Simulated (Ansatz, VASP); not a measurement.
## Two plane-wave programs on Si16N

```xyz
17
Lattice="0.0000 5.4300 5.4300 5.4300 0.0000 5.4300 5.4300 5.4300 0.0000" Properties=species:S:1:pos:R:3 pbc="T T T"
Si   -0.1487    0.1485    0.2770
Si    1.5632    1.4396    1.2729
Si    2.5518    2.8779   -0.1640
Si    3.9900    3.8666    1.2728
Si    2.7777    0.0340    2.6790
Si    4.0486    1.3813    4.1094
Si    5.3957    2.6523    2.6789
Si    6.6270    4.2328    3.9113
Si   -0.1491    2.4348    2.5643
Si    1.2557    4.1743    3.9670
Si    2.9951    5.5789    2.5643
Si    3.9893    6.8705    4.2768
Si    2.6257    2.8040    5.3391
Si    4.0486    4.0334    6.7622
Si    5.3950    5.4648    5.4914
Si    6.8265    6.8111    6.7623
N    10.0373    6.2527    7.3192
```

Alike in both runs: functional PBE; k mesh 2 × 2 × 2; occupations fermi-dirac, width 0.05 eV; collinear spin.

Ansatz relaxed the structure, and its values are those at the end. VASP's run is a single point on that final structure, the one shown.

|  | VASP | Ansatz |
| --- | --- | --- |
| version | VASP 6.6.1 | Ansatz 0.2.0 |
| potentials or method | VASP PAW PBE potentials, release 64 (Si, N), cutoff 520 eV | scalar-relativistic, plane waves, PAW |
| valence electrons in the cell | 69 | 69 |

Ansatz gave:

- rms of the force components (eV/Å): 0.004
- net moment per atom (μB): 0.00

Problem. Estimate VASP's values.

Solution. rms of the force components (eV/Å): 0.005; net moment per atom (μB): 0.00.

Ansatz's warnings: seeded moment not kept.

The k mesh is coarse, so the values compare programs but aren't converged.
